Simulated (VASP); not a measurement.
# AlN (P6_3/mmc) in VASP: a series of runs, part 2 of 2

VASP 6.6.1.

**4. Single point, PBE**

This run uses another cell than the first one, of 9.77 Å³/atom, 1.012 times its volume.

The input, INCAR:

```
PREC = Accurate
ENCUT = 520
EDIFF = 1E-6
ISMEAR = 0
SIGMA = 0.05
LREAL = F
LASPH = T
NELM = 60
ALGO = Normal
ISIF = 2
LWAVE = F
LCHARG = F
GGA = PE
NBANDS = 16
```

The input, KPOINTS:

```
Automatic mesh
0
Gamma
  9 9 6
```

The input, POSCAR:

```
AlN
1.0
    3.1892000000      0.0000000000      0.0000000000
   -1.5946000000      2.7619282177      0.0000000000
    0.0000000000      0.0000000000      4.4388000000
Al N
2 2
Direct
    0.3333333333      0.6666666667      0.7500000000
    0.6666666667      0.3333333333      0.2500000000
    0.3333333333      0.6666666667      0.2500000000
    0.6666666667      0.3333333333      0.7500000000
```

Potentials or basis: VASP PAW PBE potentials, release 64 (Al, N).

Command:

```sh
$ cat potpaw_PBE.64/Al/POTCAR potpaw_PBE.64/N/POTCAR > POTCAR
$ mpirun -np 1 vasp_std > vasp.out
```

OUTCAR:

```text
PREC = Accurate
   ENCUT = 520
   EDIFF = 1E-6
   ISMEAR = 0
   LREAL = F
   LASPH = T
   NELM = 60
   ISIF = 2
   GGA = PE

 ion  position               nearest neighbor table
   1  0.333  0.667  0.750-   4 1.84   4 1.84   4 1.84   3 2.22   3 2.22   2 2.88   2 2.88   2 2.88
                             2 2.88   2 2.88   2 2.88
   2  0.667  0.333  0.250-   3 1.84   3 1.84   3 1.84   4 2.22   4 2.22   1 2.88   1 2.88   1 2.88
                             1 2.88   1 2.88   1 2.88
   3  0.333  0.667  0.250-   2 1.84   2 1.84   2 1.84   1 2.22   1 2.22
[... 662 lines left out ...]
  --------------------------------------------------------------------------------------
  -------------------------------------------------------------------------------------
  Total        3.9781581      3.9781581     -0.7757731      0.0000000     -0.0000000      0.0000000
  in kB      163.0170013    163.0170013    -31.7896386      0.0000000     -0.0000000      0.0000000
  external PRESSURE =      98.0814547 kB  Pullay stress =       0.0000000 kB

 VOLUME and BASIS-vectors are now :
 -----------------------------------------------------------------------------
  energy-cutoff  :      520.00
  volume of cell :       39.10
      direct lattice vectors                 reciprocal lattice vectors
     3.189200000  0.000000000  0.000000000     0.313558259  0.181032945  0.000000000
    -1.594600000  2.761928218  0.000000000     0.000000000  0.362065891  0.000000000
     0.000000000  0.000000000  4.438800000     0.000000000  0.000000000  0.225286113

 POSITION                                       TOTAL-FORCE (eV/Angst)
 -----------------------------------------------------------------------------------
     -0.00000      1.84129      3.32910         0.000000      0.000000      0.000000
      1.59460      0.92064      1.10970        -0.000000     -0.000000      0.000000
     -0.00000      1.84129      1.10970        -0.000000      0.000000      0.000000
      1.59460      0.92064      3.32910         0.000000      0.000000      0.000000
 -----------------------------------------------------------------------------------
    total drift:                               -0.000000      0.000000     -0.000000

  FREE ENERGIE OF THE ION-ELECTRON SYSTEM (eV)
  ---------------------------------------------------
  free  energy   TOTEN  =       -29.1518448005 eV

  energy  without entropy=      -29.1518448005  energy(sigma->0) =      -29.15184480
```

OSZICAR:

```text
N       E                     dE             d eps       ncg     rms          rms(c)
DAV:   1     0.426545000574E+02    0.42655E+02   -0.74241E+03  1536   0.906E+02
DAV:   2    -0.306350416381E+02   -0.73290E+02   -0.67917E+02  2232   0.193E+02
DAV:   3    -0.338541491802E+02   -0.32191E+01   -0.32116E+01  1792   0.418E+01
DAV:   4    -0.338727181443E+02   -0.18569E-01   -0.18568E-01  1912   0.355E+00
DAV:   5    -0.338729612164E+02   -0.24307E-03   -0.24307E-03  1776   0.406E-01    0.122E+01
DAV:   6    -0.291598653110E+02    0.47131E+01   -0.95308E+00  1912   0.233E+01    0.408E+00
DAV:   7    -0.291671307442E+02   -0.72654E-02   -0.72991E-01  1728   0.603E+00    0.294E+00
DAV:   8    -0.291581285550E+02    0.90022E-02   -0.67134E-02  1632   0.236E+00    0.774E-01
DAV:   9    -0.291513587539E+02    0.67698E-02   -0.13858E-02  1960   0.939E-01    0.264E-01
DAV:  10    -0.291519321108E+02   -0.57336E-03   -0.25598E-03  1696   0.330E-01    0.150E-01
DAV:  11    -0.291518414493E+02    0.90662E-04   -0.19770E-04  1784   0.114E-01    0.343E-02
DAV:  12    -0.291518450312E+02   -0.35819E-05   -0.13559E-05  1648   0.293E-02    0.617E-03
DAV:  13    -0.291518448005E+02    0.23064E-06   -0.37002E-06  1872   0.149E-02
   1 F= -.29151845E+02 E0= -.29151845E+02  d E =-.186935E-12
```

It took 14 s on 1 thread of Intel Xeon Platinum 8488C (Sapphire Rapids), shared host; peak memory 0.16 GiB.

What came out:

```yaml
Free_energy: -29.1518 eV
Pressure: 9.8 GPa
Band_gap_on_the_k_mesh: 3.21 eV, direct
```

PBE gaps usually lie below the measured ones, often by a third to a half.

**5. Single point, PBE**

This run uses another cell than the first one, of 9.75 Å³/atom, 1.009 times its volume.

The input, INCAR:

```
ALGO = Normal
EDIFF = 1E-6
ENCUT = 520
GGA = PE
ISIF = 2
ISMEAR = 0
LASPH = True
LCHARG = True
LELF = True
LREAL = False
LVHAR = True
LWAVE = False
NBANDS = 16
NELM = 60
PREC = Accurate
SIGMA = 0.05
```

The input, KPOINTS:

```
k-points
0
Gamma
  9 9 6
```

The input, POSCAR:

```
AlN
1.0
    3.2306000000      0.0000000000      0.0000000000
   -1.6153000000      2.7977816695      0.0000000000
    0.0000000000      0.0000000000      4.3132000000
Al N
2 2
Direct
    0.3333333333      0.6666666667      0.7500000000
    0.6666666667      0.3333333333      0.2500000000
    0.3333333333      0.6666666667      0.2500000000
    0.6666666667      0.3333333333      0.7500000000
```

Command:

```sh
$ cat potpaw_PBE.64/Al/POTCAR potpaw_PBE.64/N/POTCAR > POTCAR
$ mpirun -np 1 vasp_std > vasp.out
```

Run time: 13 s. Hardware: 1 thread of Intel Xeon Platinum 8488C (Sapphire Rapids), shared host; peak memory 0.16 GiB.

Results (log left out):

- Free energy: -29.2515 eV
- Pressure: 7.1 GPa
- Band gap on the k mesh: 3.30 eV, direct

Stress tensor (GPa, compression positive):
```
11.00  0.00  0.00
 0.00 11.00  0.00
 0.00  0.00 -0.78
```

Levels at points of the mesh, in eV from the valence-band top:
```csv
k point,band 4,band 5,band 6,band 7,band 8,band 9,band 10,band 11,band 12,band 13
"(0.00, 0.00, 0.00)",-3.34,-3.34,-1.93,-1.93,0.00,3.30,4.69,8.53,8.53,11.26
"(0.00, 0.00, 0.50)",-3.94,-2.66,-2.66,-2.66,-2.66,5.69,5.69,8.77,8.77,8.77
```

**6. Single point, PBE**

This run uses another cell than the first one, of 10.07 Å³/atom, 1.043 times its volume.

The input, INCAR:

```
SYSTEM = AlN
ALGO = Normal
EDIFF = 1E-6
ENCUT = 520
GGA = PE
ISIF = 2
ISMEAR = 0
LASPH = .True.
LCHARG = .True.
LELF = .True.
LREAL = .False.
LVHAR = .True.
LWAVE = .False.
NBANDS = 16
NELM = 80
PREC = Accurate
SIGMA = 0.05
```

The input, KPOINTS:

```
k-points
0
Gamma
  9 9 6
  0 0 0
```

The input, POSCAR:

```
AlN
1.0
    3.4377000000      0.0000000000      0.0000000000
   -1.7188500000      2.9771355306      0.0000000000
    0.0000000000      0.0000000000      3.9363000000
Al N
2 2
Direct
    0.3333333333      0.6666666667      0.7500000000
    0.6666666667      0.3333333333      0.2500000000
    0.3333333333      0.6666666667      0.2500000000
    0.6666666667      0.3333333333      0.7500000000
```

Potentials or basis: VASP PAW PBE potentials, release 64 (Al, N).

Command:

```sh
$ cat potpaw_PBE.64/Al/POTCAR potpaw_PBE.64/N/POTCAR > POTCAR
$ mpirun -np 1 vasp_std > vasp.out
```

It took 15 s on 1 thread of Intel Xeon 6975P-C (Granite Rapids), shared host; peak memory 0.16 GiB.

The run converged. Its results:

```yaml
Free_energy: -29.1574 eV
Pressure: -1.7 GPa
Band_gap_on_the_k_mesh: 3.49 eV, direct
```

Stress tensor (GPa, compression positive):
```
-8.17  0.00  0.00
 0.00 -8.17  0.00
 0.00  0.00 11.34
```

Levels at points of the mesh, in eV from the valence-band top:
```tsv
k point	band 4	band 5	band 6	band 7	band 8	band 9	band 10	band 11	band 12	band 13
(0.00, 0.00, 0.00)	-3.08	-3.08	-0.93	-0.93	0.00	3.49	4.53	8.20	8.20	11.74
(0.00, 0.00, 0.50)	-3.42	-2.05	-2.05	-2.05	-2.05	6.00	6.00	8.21	8.21	8.21
```

**7. The runs side by side**

| cell | gap on the mesh (eV) | pressure (GPa) |
| --- | --- | --- |
| a = 3.479, b = 3.479, c = 3.685 Å, angles 90.0, 90.0, 120.0°, 4 atoms | 3.69 | 14.5 |
| a = 3.272, b = 3.272, c = 4.188 Å, angles 90.0, 90.0, 120.0°, 4 atoms | 3.42 | 5.7 |
| a = 3.189, b = 3.189, c = 4.439 Å, angles 90.0, 90.0, 120.0°, 4 atoms | 3.21 | 9.8 |
| a = 3.231, b = 3.231, c = 4.313 Å, angles 90.0, 90.0, 120.0°, 4 atoms | 3.30 | 7.1 |
| a = 3.438, b = 3.438, c = 3.936 Å, angles 90.0, 90.0, 120.0°, 4 atoms | 3.49 | -1.7 |

Alike in all rows: task single point; level PBE; potentials or basis VASP PAW PBE potentials, release 64 (Al, N); no spin polarisation; k mesh 9 × 9 × 6; cutoff (eV) 520; smearing gaussian 0.05 eV.

Absolute energies hang on the potentials; compare differences alone.
